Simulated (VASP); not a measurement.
# TaAs (I4_1md) in VASP: further runs, part 2 of 2

VASP 6.6.1. The steps go on from the part before.

## 4. Single point, LDA

This run uses another cell than the first one, of 17.40 Å³/atom.

File INCAR:

```
PREC = Accurate
ENCUT = 600
EDIFF = 1E-6
ISMEAR = -1
SIGMA = 0.05
LREAL = False
LASPH = True
NELM = 120
ALGO = Normal
ISIF = 2
LWAVE = False
LCHARG = False
NBANDS = 36
GGA_COMPAT = False
```

File KPOINTS:

```
regular mesh
0
Gamma
  11 11 11
```

File POSCAR:

```
TaAs
1.0
   -1.7218133622      1.7218133622      5.8679415361
    1.7218133622     -1.7218133622      5.8679415361
    1.7218133622      1.7218133622     -5.8679415361
Ta As
2 2
Direct
    0.4999673000      0.4999673000      0.0000000000
    0.2499673000      0.7499673000      0.5000000000
    0.0826321200      0.0826321200      0.0000000000
    0.8326321200      0.3326321200      0.5000000000
```

Potentials or basis: VASP PAW LDA potentials, release 64 (Ta_sv_GW, As_d).

On the command line:

```bash
$ cat potpaw_LDA.64/Ta_sv_GW/POTCAR potpaw_LDA.64/As_d/POTCAR > POTCAR
$ mpirun -np 1 vasp_std > vasp.out
```

OUTCAR:

```text
PREC = Accurate
   ENCUT = 600
   EDIFF = 1E-6
   ISMEAR = -1
   LREAL = False
   LASPH = True
   NELM = 120
   ISIF = 2

 ion  position               nearest neighbor table
   1  0.500  0.500  0.000-   4 2.61   4 2.61   3 2.62   3 2.62   3 2.62   3 2.62
   2  0.250  0.750  0.500-   3 2.61   3 2.61   4 2.62   4 2.62   4 2.62   4 2.62
   3  0.083  0.083  0.000-   2 2.61   2 2.61   1 2.62   1 2.62   1 2.62   1 2.62
   4  0.833  0.333  0.500-   1 2.61   1 2.61   2 2.62   2 2.62   2 2.62   2 2.62

  LATTYP: Found a body centered tetragonal cell.
 ALAT       =     3.4436267244
 C/A-ratio  =     3.4080009279

[... 1135 lines left out ...]
  --------------------------------------------------------------------------------------
  -------------------------------------------------------------------------------------
  Total       -3.0371417     -3.0371417     -3.0719528      0.0000000      0.0000000      0.0000000
  in kB      -69.9290654    -69.9290654    -70.7305769      0.0000000      0.0000000      0.0000000
  external PRESSURE =     -70.1962359 kB  Pullay stress =       0.0000000 kB

 VOLUME and BASIS-vectors are now :
 -----------------------------------------------------------------------------
  energy-cutoff  :      600.00
  volume of cell :       69.59
      direct lattice vectors                 reciprocal lattice vectors
    -1.721813362  1.721813362  5.867941536     0.000000000  0.290391520  0.085208756
     1.721813362 -1.721813362  5.867941536     0.290391520  0.000000000  0.085208756
     1.721813362  1.721813362 -5.867941536     0.290391520  0.290391520  0.000000000

 POSITION                                       TOTAL-FORCE (eV/Angst)
 -----------------------------------------------------------------------------------
      0.00000      0.00000      5.86756        -0.000000     -0.000000      0.020395
      1.72181      0.00000      2.93359        -0.000000     -0.000000      0.020395
      0.00000      0.00000      0.96976         0.000000     -0.000000     -0.020395
      0.00000      1.72181      3.90373        -0.000000      0.000000     -0.020395
 -----------------------------------------------------------------------------------
    total drift:                                0.000000      0.000000      0.001677

  FREE ENERGIE OF THE ION-ELECTRON SYSTEM (eV)
  ---------------------------------------------------
  free  energy   TOTEN  =       -43.8931008099 eV

  energy  without entropy=      -43.8883035439  energy(sigma->0) =      -43.89070218
```

OSZICAR:

```text
N       E                     dE             d eps       ncg     rms          rms(c)
DAV:   1     0.832668120850E+03    0.83267E+03   -0.27539E+04 13872   0.739E+03
DAV:   2     0.859872849796E+02   -0.74668E+03   -0.72124E+03 11568   0.141E+03
DAV:   3    -0.371383919515E+02   -0.12313E+03   -0.12005E+03  9944   0.253E+02
DAV:   4    -0.473945641210E+02   -0.10256E+02   -0.10123E+02 13364   0.765E+01
DAV:   5    -0.476832751638E+02   -0.28871E+00   -0.28807E+00 12968   0.131E+01    0.835E+01
DAV:   6    -0.440612596073E+02    0.36220E+01   -0.10177E+01 13088   0.209E+01    0.689E+01
DAV:   7    -0.441636378037E+02   -0.10238E+00   -0.38337E+00 13308   0.138E+01    0.261E+01
DAV:   8    -0.438856923561E+02    0.27795E+00   -0.10516E+00 11736   0.133E+01    0.131E+01
DAV:   9    -0.438940099499E+02   -0.83176E-02   -0.90057E-02 12448   0.238E+00    0.853E+00
DAV:  10    -0.438960236563E+02   -0.20137E-02   -0.15725E-02 14364   0.185E+00    0.236E+00
DAV:  11    -0.438932225109E+02    0.28011E-02   -0.70555E-03 14356   0.119E+00    0.327E+00
DAV:  12    -0.438932283039E+02   -0.57930E-05   -0.58299E-04 11268   0.191E-01    0.138E+00
DAV:  13    -0.438931060302E+02    0.12227E-03   -0.32092E-04 13252   0.232E-01    0.477E-01
DAV:  14    -0.438931022282E+02    0.38020E-05   -0.79503E-05 14664   0.103E-01    0.221E-02
DAV:  15    -0.438931011698E+02    0.10584E-05   -0.52782E-06 11332   0.213E-02    0.545E-02
DAV:  16    -0.438931008099E+02    0.35985E-06   -0.93331E-07  6368   0.174E-02
   1 F= -.43893101E+02 E0= -.43890702E+02  d E =-.479727E-02
```

stdout:

```text
POSCAR found type information on POSCAR TaAs
 POSCAR found :  2 types and       4 ions
 scaLAPACK will be used
 LDA part: xc-table for (Slater(with rela. corr.)+CA(PZ))
 , standard interpolation
 POSCAR, INCAR and KPOINTS ok, starting setup
 FFT: planning ... GRIDC
 FFT: planning ... GRID_SOFT
 FFT: planning ... GRID
 WAVECAR not read
 entering main loop
```

It took 21 min on 1 thread of Intel Xeon Platinum 8488C (Sapphire Rapids), shared host; peak memory 0.56 GiB.

Results:

```
Free energy   : -43.8931 eV
Pressure      : -7.0 GPa
Largest force : 0.020 eV/Å
```

Forces on the atoms (eV/Å):
```
Ta   0.000  0.000  0.020
Ta   0.000  0.000  0.020
As   0.000  0.000 -0.020
As   0.000  0.000 -0.020
```

Levels at points of the mesh, in eV from the Fermi level:
```
           k point  band 24  band 25  band 26  band 27  band 28  band 29  band 30  band 31  band 32  band 33
(0.00, 0.00, 0.00)    -2.44    -2.31    -1.93    -1.60    -1.60     0.91     1.56     2.33     3.10     3.10
```

Caveat: the cell stands under tension; spin-orbit coupling is left out, which moves the levels of the heavy elements.

## 5. Single point, LDA (16.35 Å³/atom)

This run uses another cell than the first one, of 16.35 Å³/atom.

File INCAR:

```
ALGO = Normal
EDIFF = 1E-7
ENCUT = 520
ISIF = 2
ISMEAR = -1
LASPH = T
LCHARG = F
LREAL = F
LWAVE = F
NBANDS = 24
NELM = 100
PREC = Accurate
SIGMA = 0.05
```

File KPOINTS:

```
k-points
0
Gamma
  11 11 11
```

File POSCAR:

```
TaAs
1.0
   -1.6866644514      1.6866644514      5.7481540155
    1.6866644514     -1.6866644514      5.7481540155
    1.6866644514      1.6866644514     -5.7481540155
Ta As
2 2
Direct
    0.4999673000      0.4999673000      0.0000000000
    0.2499673000      0.7499673000      0.5000000000
    0.0826321200      0.0826321200      0.0000000000
    0.8326321200      0.3326321200      0.5000000000
```

Potentials or basis: VASP PAW LDA potentials, release 64 (Ta_pv, As).

On the command line:

```bash
$ cat potpaw_LDA.64/Ta_pv/POTCAR potpaw_LDA.64/As/POTCAR > POTCAR
$ mpirun -np 1 vasp_std > vasp.out
```

Run time: 2.5 min. Hardware: 1 thread of Intel Xeon 6975P-C (Granite Rapids), shared host; peak memory 0.38 GiB.

It converged, with:

```yaml
Free_energy: -38.9208 eV
Pressure: 5.7 GPa
Largest_force: 0.056 eV/Å
Band_gap_on_the_k_mesh: zero (bands 16 and 17 overlap by 0.01 eV)
```

Forces in eV/Å, atoms in the order of the input:
```
Ta   0.000  0.000  0.056
Ta   0.000  0.000  0.056
As   0.000  0.000 -0.056
As   0.000  0.000 -0.056
```

Stress tensor (GPa, compression positive):
```
6.37 0.00 0.00
0.00 6.37 0.00
0.00 0.00 4.35
```

Levels at points of the mesh, in eV from the Fermi level:
```tsv
k point	band 13	band 14	band 15	band 16	band 17	band 18	band 19	band 20
(0.00, 0.00, 0.00)	-2.51	-2.10	-1.64	-1.64	0.99	1.71	2.52	3.39
```

Caveat: the cell stands under pressure; spin-orbit coupling is left out, which moves the levels of the heavy elements.

## 6. Single point, LDA (17.05 Å³/atom)

File INCAR:

```
ALGO = Normal ; EDIFF = 1E-6
ENCUT = 520 ; GGA = CA
ISIF = 2 ; ISMEAR = -1
LASPH = True ; LCHARG = False
LREAL = False ; LWAVE = False
NBANDS = 24 ; NELM = 60
PREC = Accurate ; SIGMA = 0.05
```

KPOINTS is that of step 5.

File POSCAR:

```
TaAs
1.0
   -1.7102572196      1.7102572196      5.8285581915
    1.7102572196     -1.7102572196      5.8285581915
    1.7102572196      1.7102572196     -5.8285581915
Ta As
2 2
Direct
    0.4999673000      0.4999673000      0.0000000000
    0.2499673000      0.7499673000      0.5000000000
    0.0826321200      0.0826321200      0.0000000000
    0.8326321200      0.3326321200      0.5000000000
```

Potentials or basis: VASP PAW LDA potentials, release 64 (Ta_pv, As).

On the command line:

```bash
$ cat potpaw_LDA.64/Ta_pv/POTCAR potpaw_LDA.64/As/POTCAR > POTCAR
$ mpirun -np 1 vasp_std > vasp.out
```

Wall time 2.6 min (1 thread of Intel Xeon 6975P-C (Granite Rapids), shared host); peak memory 0.39 GiB.

It converged, with:

* Free energy: -38.9426 eV
* Pressure: -2.9 GPa
* Largest force: 0.032 eV/Å

Forces in eV/Å, atoms in the order of the input:
```
Ta   0.000  0.000  0.032
Ta   0.000  0.000  0.032
As   0.000  0.000 -0.032
As   0.000  0.000 -0.032
```

Stress tensor (GPa, compression positive):
```
-2.69  0.00  0.00
 0.00 -2.69  0.00
 0.00  0.00 -3.40
```

Levels at points of the mesh, in eV from the Fermi level:
```
           k point  band 13  band 14  band 15  band 16  band 17  band 18  band 19  band 20
(0.00, 0.00, 0.00)    -2.38    -1.99    -1.61    -1.61     0.94     1.61     2.39     3.20
```

Caveat: spin-orbit coupling is left out, which moves the levels of the heavy elements.

## 7. Summary

```tsv
task	level	potentials or basis	cell	cutoff (eV)	gap on the mesh (eV)	pressure (GPa)	largest force (eV/Å)
single point	PBEsol	VASP PAW PBE potentials, release 64 (Ta_pv, As)	a = 6.279 Å, angles 148.3, 148.3, 45.4°, 4 atoms	520	none	0.6	-
relaxation of cell and atoms	PBE+D4	VASP PAW PBE potentials, release 64 (Ta_pv, As)	relaxed from a = 6.353 Å, angles 148.6, 148.6, 45.1°, 4 atoms	600	none	0.0	0.01
single point	LDA	VASP PAW LDA potentials, release 64 (Ta_sv_GW, As_d)	a = 6.353 Å, angles 148.6, 148.6, 45.1°, 4 atoms	600	-	-7.0	0.02
single point	LDA	VASP PAW LDA potentials, release 64 (Ta_pv, As)	a = 6.223 Å, angles 148.6, 148.6, 45.1°, 4 atoms	520	none	5.7	0.06
single point	LDA	VASP PAW LDA potentials, release 64 (Ta_pv, As)	a = 6.310 Å, angles 148.6, 148.6, 45.1°, 4 atoms	520	-	-2.9	0.03
```

Alike in all rows: no spin polarisation; k mesh 11 × 11 × 11; smearing fermi-dirac 0.05 eV.

Caveats: spin-orbit coupling is left out, which moves the levels of the heavy elements; the PAW data sets were made with another functional, which shifts forces and pressure a little (at least some runs); the cell stands under tension (at least some runs); the cell stands under pressure (at least some runs).

Total energies depend on the potentials used, so only differences within one code and one set of settings carry meaning.
